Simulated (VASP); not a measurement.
# Br (Immm) in VASP: a series of runs

The runs below take Br through single point, with r2SCAN.

Everything below comes from runs of VASP 6.6.1. Logs are shortened: lines on timing, memory, paths and dates and some standing lists are left out, and cuts for length are marked.

## 1. The cell of the first run

The structure is orthorhombic, space group Immm (No. 71). Conventional cell: a = 2.590 Å, b = 3.400 Å, c = 7.171 Å, α = 90.00°, β = 90.00°, γ = 90.00°. Br (site symmetry mmm) has 4 Br at 2.59 to 3.40 Å within 3.4 Å.

## 2. Single point, r2SCAN

POSCAR reads:

```
Br
1.0
   -1.2950095084      1.6998148412      3.5857166796
    1.2950095084     -1.6998148412      3.5857166796
    1.2950095084      1.6998148412     -3.5857166796
Br
1
Direct
    0.0000000000      0.0000000000      0.0000000000
```

INCAR.step1 reads:

```
SYSTEM = Br
  PREC = Accurate
  ENCUT = 520
  ISMEAR = 0
  SIGMA = 0.1
  LREAL = .False.
  LASPH = .True.
  NELM = 100
  NBANDS = 10
  GGA = PE
  ALGO = Normal
  EDIFF = 1E-4
  LWAVE = .True.
  LCHARG = .False.
```

INCAR.step2 reads:

```
SYSTEM = Br
  PREC = Accurate
  ENCUT = 520
  EDIFF = 1E-7
  ISMEAR = 0
  SIGMA = 0.1
  LREAL = .False.
  LASPH = .True.
  NELM = 100
  ALGO = Normal
  ISIF = 2
  LWAVE = .False.
  LCHARG = .False.
  METAGGA = R2SCAN
  LMIXTAU = .True.
  NBANDS = 10
  ISTART = 1
```

KPOINTS reads:

```
regular mesh
0
Gamma
  20 20 20
  0 0 0
```

Potentials or basis: VASP PAW PBE potentials, release 64 (Br).

On the command line:

```sh
$ cat potpaw_PBE.64/Br/POTCAR > POTCAR
$ cp INCAR.step1 INCAR
$ mpirun -np 1 vasp_std > vasp.out
$ cp INCAR.step2 INCAR
$ mpirun -np 1 vasp_std > vasp.out
```

OUTCAR:

```text
SYSTEM = Br
   PREC = Accurate
   ENCUT = 520
   EDIFF = 1E-7
   ISMEAR = 0
   LREAL = .False.
   LASPH = .True.
   NELM = 100
   ISIF = 2
   METAGGA = R2SCAN
   ISTART = 1

 ion  position               nearest neighbor table
   1  0.000  0.000  0.000-

  LATTYP: Found a body centered orthorhombic cell.
 ALAT       =     2.5900190168
 B/A-ratio  =     1.3125886954
 C/A-ratio  =     2.7688728587

  Lattice vectors:

 A1 = (  -1.2950095084,   1.6998148412,   3.5857166796)
 A2 = (   1.2950095084,  -1.6998148412,   3.5857166796)
 A3 = (   1.2950095084,   1.6998148412,  -3.5857166796)

Analysis of symmetry for initial positions (statically):
=====================================================================
 Subroutine PRICEL returns:
 Original cell was already a primitive cell.

 Routine SETGRP: Setting up the symmetry group for a
 body centered orthorhombic supercell.

 Subroutine GETGRP returns: Found  8 space group operations
 (whereof  8 operations were pure point group operations)
 out of a pool of  8 trial point group operations.

The static configuration has the point symmetry D_2h.

Analysis of symmetry for dynamics (positions and initial velocities):
=====================================================================
 Subroutine PRICEL returns:
 Original cell was already a primitive cell.

 Routine SETGRP: Setting up the symmetry group for a
 body centered orthorhombic supercell.

 Subroutine GETGRP returns: Found  8 space group operations
 (whereof  8 operations were pure point group operations)
 out of a pool of  8 trial point group operations.

The dynamic configuration has the point symmetry D_2h.

 Subroutine INISYM returns: Found  8 space group operations
 (whereof  8 operations are pure point group operations),
 and found     1 'primitive' translations

----------------------------------------------------------------------------------------

                                     Primitive cell

  volume of cell :      31.5726

  direct lattice vectors                    reciprocal lattice vectors
    -1.295009508  1.699814841  3.585716680     0.000000000  0.294149685  0.139442138
     1.295009508 -1.699814841  3.585716680     0.386097551  0.000000000  0.139442138
     1.295009508  1.699814841 -3.585716680     0.386097551  0.294149685  0.000000000

  length of vectors
     4.174180665  4.174180665  4.174180665     0.325527490  0.410506308  0.485381660

  position of ions in fractional coordinates (direct lattice)
     0.000000000  0.000000000  0.000000000

  ion indices of the primitive-cell ions
   primitive index   ion index
                 1           1

----------------------------------------------------------------------------------------

 KPOINTS: regular mesh

Automatic generation of k-mesh.
 Grid dimensions read from file:
 generate k-points for:   20   20   20

 Generating k-lattice:

  Cartesian coordinates                     Fractional coordinates (reciprocal lattice)
     0.000000000  0.014707484  0.006972107     0.050000000 -0.000000000  0.000000000
     0.019304878  0.000000000  0.006972107    -0.000000000  0.050000000  0.000000000
     0.019304878  0.014707484  0.000000000     0.000000000  0.000000000  0.050000000

  Length of vectors
     0.016276375  0.020525315  0.024269083

  Shift w.r.t. Gamma in fractional coordinates (k-lattice)
     0.000000000  0.000000000  0.000000000

 Subroutine IBZKPT returns following result:
 ===========================================

 Found   1166 irreducible k-points:

 Following reciprocal coordinates:
            Coordinates               Weight
  0.000000  0.000000  0.000000      1.000000
  0.050000  0.000000  0.000000      4.000000
  0.100000 -0.000000  0.000000      4.000000
  0.150000 -0.000000  0.000000      4.000000
  0.200000 -0.000000  0.000000      4.000000
  0.250000 -0.000000  0.000000      4.000000
[... 16 lines left out ...]
 -0.450000  0.050000  0.000000      8.000000
 -0.400000  0.050000  0.000000      8.000000
 [... further k-points ...]
   k-points           NKPTS =   1166   k-points in BZ     NKDIM =   1166   number of bands    NBANDS=     10
   number of dos      NEDOS =    301   number of ions     NIONS =      1
   total plane-waves  NPLWV =  32768
   dimension x,y,z NGX =    32 NGY =   32 NGZ =   32
   dimension x,y,z NGXF=    64 NGYF=   64 NGZF=   64
   ions per type =               1
   NGX,Y,Z   is equivalent  to a cutoff of  12.74, 12.74, 12.74 a.u.
   NGXF,Y,Z  is equivalent  to a cutoff of  25.49, 25.49, 25.49 a.u.
 SYSTEM =  Br
   PREC   = accura    normal or accurate (medium, high low for compatibility)
   ISTART =      1    job   : 0-new  1-cont  2-samecut
   ICHARG =      0    charge: 1-file 2-atom 10-const
   ISPIN  =      1    spin polarized calculation?
   LNONCOLLINEAR =      F non collinear calculations
   LSORBIT =      F    spin-orbit coupling
   LASPH  =      T    aspherical Exc in radial PAW
   ENCUT  =  520.0 eV  38.22 Ry    6.18 a.u.   7.76  7.76  7.76*2*pi/ulx,y,z
   NELM   =    100;   NELMIN=  2; NELMDL=  0     # of ELM steps
   EDIFF  = 0.1E-06   stopping-criterion for ELM
   LREAL  =      F    real-space projection
   EDIFFG = 0.1E-05   stopping-criterion for IOM
   NSW    =      0    number of steps for IOM
   IBRION =     -1    ionic relax: 0-MD 1-quasi-New 2-CG
   NFREE  =      0    steps in history (QN), initial steepest desc. (CG)
   ISIF   =      2    stress and relaxation
   ISYM   =      2    0-nonsym 1-usesym 2-fastsym
   POTIM  = 0.5000    time-step for ionic-motion
   TEBEG  =    0.0;   TEEND  =   0.0 temperature during run
   PSTRESS=    0.0 pullay stress
   NELECT =       7.0000    total number of electrons
   NUPDOWN=      -1.0000    fix difference up-down
   EMIN   =  10.00;   EMAX   =-10.00  energy-range for DOS
   EFERMI =   0.00;   METHOD = LEGACY
   ISMEAR =     0;   SIGMA  =   0.10  broadening in eV -4-tet -1-fermi 0-gaus
   EFERMI_NEDOS =   21; number of points for ismear=-14 and -15
   IALGO  =     38    algorithm
   IMIX   =      4    mixing-type and parameters
     AMIX     =   0.40;   BMIX     =  1.00
     AMIX_MAG =   1.60;   BMIX_MAG =  1.00
  volume/ion in A,a.u.               =      31.57       213.06
  Fermi-wavevector in a.u.,A,eV,Ry     =   0.990841  1.872418 13.357738  0.981766
  Thomas-Fermi vector in A             =   2.122540
   LORBIT       =      0    0 simple, 1 ext, 2 COOP (PROOUT), +10 PAW based schemes
   METAGGA = R2SCAN    functional components
   LHFCALC =     F    Hartree Fock is set to
   AEXX    =    0.0000 exact exchange contribution
   IVDW    =     0    specifies the selected vdW correction
   LEPSILON=     F    determine dielectric tensor
   LRPA    =     F    only Hartree local field effects (RPA)
 non-spin polarized calculation
 Gauss-broadening in eV      SIGMA  =   0.10
  energy-cutoff  :      520.00
  volume of cell :       31.57
 maximum number of plane-waves:       873
   NGX = 15   NGY = 15   NGZ = 15

 number of electron       6.9999999 magnetization

 Free energy of the ion-electron system (eV)
  ---------------------------------------------------
  ext. energy  EPLUGINS =         0.00000000
  ---------------------------------------------------
  free energy    TOTEN  =       -13.11181937 eV

  energy without entropy =      -13.10674753  energy(sigma->0) =      -13.10928345

 E-fermi :  -0.2213     XC(G=0):  -8.6589

 val. band max:       -0.2215428818   @ k =  -0.3000   0.4000   0.3000
 cond. band min:      -0.2197288636   @ k =   0.4000  -0.4000   0.2000
 fundamental gap:      0.0018140182
 Fermi energy:        -0.2213333483

 k-point     1 :       0.0000    0.0000    0.0000
  band No.  band energies     occupation
      1     -16.4931      2.00000
      2      -2.0987      2.00000
      3      -1.2289      2.00000
      4       3.9283      0.00000
      5       5.9231      0.00000
      6       9.8631      0.00000
      7      12.8841      0.00000
      8      13.5439      0.00000
      9      15.3662      0.00000
     10      20.6926      0.00000

 k-point     2 :       0.0500    0.0000    0.0000
  band No.  band energies     occupation
      1     -16.4812      2.00000
      2      -2.1128      2.00000
      3      -1.3366      2.00000
      4       3.9326      0.00000
      5       6.0411      0.00000
      6       9.9717      0.00000
      7      12.4994      0.00000
      8      13.5539      0.00000
      9      15.8863      0.00000
     10      20.7245      0.00000

 k-point     3 :       0.1000   -0.0000    0.0000
  band No.  band energies     occupation
      1     -16.4463      2.00000
      2      -2.1591      2.00000
      3      -1.6248      2.00000
      4       3.9452      0.00000
      5       6.3604      0.00000
      6      10.2675      0.00000
      7      11.8274      0.00000
      8      13.5837      0.00000
      9      16.9946      0.00000
     10      20.8179      0.00000

 k-point     4 :       0.1500   -0.0000    0.0000
  band No.  band energies     occupation
      1     -16.3911      2.00000
      2      -2.2844      2.00000
      3      -1.9755      2.00000
      4       3.9649      0.00000
      5       6.7938      0.00000
      6      10.5117      0.00000
      7      11.4735      0.00000
      8      13.6321      0.00000
      9      18.3316      0.00000
     10      20.9644      0.00000
[... 222 lines left out ...]
 k-point    22 :       0.5000    0.0500    0.0000
  band No.  band energies     occupation
      1     -15.9104      2.00000
      2      -4.4027      2.00000
      3      -2.3843      2.00000
      4       3.6956      0.00000
      5       7.0018      0.00000
      6      13.0811      0.00000
      7      14.2142      0.00000
      8      15.8563      0.00000
      9      18.2233      0.00000
     10      20.6670      0.00000

 k-point    23 :      -0.4500    0.0500    0.0000
  band No.  band energies     occupation
      1     -15.9277      2.00000
      2      -4.3345      2.00000
      3      -2.3583      2.00000
      4       3.6922      0.00000
      5       7.0580      0.00000
      6      12.3909      0.00000
      7      14.3627      0.00000
      8      16.0767      0.00000
      9      18.3844      0.00000
     10      20.2460      0.00000

 k-point    24 :      -0.4000    0.0500    0.0000
  band No.  band energies     occupation
      1     -15.9716      2.00000
      2      -4.1493      2.00000
      3      -2.3191      2.00000
      4       3.6790      0.00000
      5       7.1973      0.00000
      6      11.5671      0.00000
      7      14.3988      0.00000
      8      15.8231      0.00000
      9      18.8505      0.00000
     10      19.9459      0.00000

 [... further k-points ...]

------------------------ aborting loop because EDIFF is reached ----------------------------------------

  FORCE on cell =-STRESS in cart. coord.  units (eV):
  Direction    XX          YY          ZZ          XY          YZ          ZX
  --------------------------------------------------------------------------------------
  -------------------------------------------------------------------------------------
  Total        0.0031364     -0.0109556      0.0022539      0.0000000      0.0000000      0.0000000
  in kB        0.1591595     -0.5559484      0.1143769      0.0000000      0.0000000      0.0000000
  external PRESSURE =      -0.0941373 kB  Pullay stress =       0.0000000 kB

 VOLUME and BASIS-vectors are now :
 -----------------------------------------------------------------------------
  energy-cutoff  :      520.00
  volume of cell :       31.57
      direct lattice vectors                 reciprocal lattice vectors
    -1.295009508  1.699814841  3.585716680     0.000000000  0.294149685  0.139442138
     1.295009508 -1.699814841  3.585716680     0.386097551  0.000000000  0.139442138
     1.295009508  1.699814841 -3.585716680     0.386097551  0.294149685  0.000000000

 POSITION                                       TOTAL-FORCE (eV/Angst)
 -----------------------------------------------------------------------------------
      0.00000      0.00000      0.00000        -0.000000     -0.000000      0.000000
 -----------------------------------------------------------------------------------
    total drift:                                0.000000      0.000000     -0.000000

  FREE ENERGIE OF THE ION-ELECTRON SYSTEM (eV)
  ---------------------------------------------------
  free  energy   TOTEN  =       -13.1118193750 eV

  energy  without entropy=      -13.1067475343  energy(sigma->0) =      -13.10928345
```

It took 15 min on 1 thread of AMD EPYC 9R45 (Zen 5), shared host; peak memory 0.43 GiB.

Results:

```
Free energy            : -13.1118 eV
Pressure               : 0.0 GPa
Band gap on the k mesh : zero (an odd number of electrons rules out a gap without spin polarisation)
```

Levels at points of the mesh, in eV from the Fermi level:
| k point | band 1 | band 2 | band 3 | band 4 | band 5 | band 6 | band 7 | band 8 |
| --- | --- | --- | --- | --- | --- | --- | --- | --- |
| (0.00, 0.00, 0.00) | -16.27 | -1.88 | -1.01 | 4.15 | 6.14 | 10.08 | 13.11 | 13.77 |
| (0.50, 0.00, 0.00) | -15.74 | -4.23 | -2.20 | 4.33 | 7.15 | 13.45 | 13.95 | 15.88 |
| (0.00, 0.50, 0.00) | -13.23 | -6.11 | -0.43 | 0.94 | 8.20 | 12.56 | 12.99 | 13.65 |
| (0.50, 0.50, 0.00) | -12.81 | -5.69 | -1.55 | -0.02 | 7.20 | 9.33 | 14.37 | 15.47 |
| (0.50, 0.50, 0.50) | -16.06 | -3.79 | -1.25 | 4.04 | 8.16 | 12.41 | 13.12 | 17.03 |

Caveat: the PAW data sets were made with another functional, which shifts forces and pressure a little; an odd number of electrons without spin polarisation forces a metal; a magnetic or distorted state may lie lower.

## 3. Single point, r2SCAN

This run uses another cell than the first one, of 31.68 Å³/atom.

POSCAR reads:

```
Br
1.0
   -1.2867684050      1.7199972000      3.5779911600
    1.2867684050     -1.7199972000      3.5779911600
    1.2867684050      1.7199972000     -3.5779911600
Br
1
Direct
    0.0000000000      0.0000000000      0.0000000000
```

INCAR.step1 reads:

```
SYSTEM = Br
PREC = Accurate
ENCUT = 520
ISMEAR = 0
SIGMA = 0.1
LREAL = .FALSE.
LASPH = .TRUE.
NELM = 100
NBANDS = 10
GGA = PE
ALGO = Normal
EDIFF = 1E-4
LWAVE = .TRUE.
LCHARG = .FALSE.
```

INCAR.step2 reads:

```
SYSTEM = Br
PREC = Accurate
ENCUT = 520
EDIFF = 1E-6
ISMEAR = 0
SIGMA = 0.1
LREAL = .FALSE.
LASPH = .TRUE.
NELM = 100
ALGO = Normal
ISIF = 2
LWAVE = .FALSE.
LCHARG = .TRUE.
METAGGA = R2SCAN
LMIXTAU = .TRUE.
LELF = .TRUE.
LVHAR = .TRUE.
NBANDS = 10
ISTART = 1
```

KPOINTS reads:

```
regular mesh
0
G
  8 8 8
  0 0 0
```

Potentials or basis: VASP PAW PBE potentials, release 64 (Br).

On the command line:

```sh
$ cat potpaw_PBE.64/Br/POTCAR > POTCAR
$ cp INCAR.step1 INCAR
$ mpirun -np 1 vasp_std > vasp.out
$ cp INCAR.step2 INCAR
$ mpirun -np 1 vasp_std > vasp.out
```

It took 81 s on 1 thread of AMD EPYC 9R45 (Zen 5), shared host; peak memory 0.16 GiB.

The run converged. Its results:

```
Free energy            : -13.1960 eV
Pressure               : -0.1 GPa
Band gap on the k mesh : zero (an odd number of electrons rules out a gap without spin polarisation)
```

Stress tensor (GPa, compression positive):
```
-0.21  0.00  0.00
 0.00 -0.04  0.00
 0.00  0.00 -0.01
```

Levels at points of the mesh, in eV from the Fermi level:
```
           k point  band 1  band 2  band 3  band 4  band 5  band 6  band 7  band 8
(0.00, 0.00, 0.00)  -16.32   -1.92   -1.16    4.33    6.07   10.05   12.85   13.92
(0.50, 0.00, 0.00)  -15.83   -4.22   -2.27    4.49    7.10   13.37   14.00   15.89
(0.00, 0.50, 0.00)  -13.17   -6.19   -0.39    0.87    8.22   12.35   12.98   13.61
(0.50, 0.50, 0.00)  -12.79   -5.80   -1.45   -0.02    7.23    9.29   14.43   15.50
(0.50, 0.50, 0.50)  -16.11   -3.82   -1.40    4.22    8.02   12.35   13.25   16.85
```

Caveat: the PAW data sets were made with another functional, which shifts forces and pressure a little; an odd number of electrons without spin polarisation forces a metal; a magnetic or distorted state may lie lower.

The gap in the log of VASP goes by the Fermi energy; the results here count the filled bands.